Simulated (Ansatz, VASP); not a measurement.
# Two plane-wave programs on In

```
In
1.0
    -1.62615    1.62615    2.51106
     1.62615   -1.62615    2.51106
     1.62615    1.62615   -2.51106
In
1
Direct
  0.00000 0.00000 0.00000
```

Change from the starting cell: strain +0.000 along x and y, +0.015 along z, atoms carried along.

Alike in both runs: task single point; functional PBEsol; k mesh 20 × 20 × 20; occupations gaussian, width 0.15 eV; no spin polarisation.

|  | VASP | Ansatz |
| --- | --- | --- |
| version | VASP 6.6.1 | Ansatz 0.2.0 |
| potentials or method | VASP PAW PBE potentials, release 64 (In_d), cutoff 520 eV | scalar-relativistic, plane waves, PAW |
| valence electrons in the cell | 13 | 13 |

|  | VASP | Ansatz | Ansatz less VASP |
| --- | --- | --- | --- |
| gap on the k mesh at the Fermi level (eV) | none | none | - |
| pressure (GPa) | -1.5 | -1.5 | +0.01 |
| traceless stress, the component that is largest in VASP (GPa) | -0.16 | -0.16 | +0.004 |

VASP's potentials were made for PBE, not for PBEsol. A gap of «none» marks a metal or a gap that the smearing closes. The functional is the same, so the differences come from potentials, cutoffs and numerics.
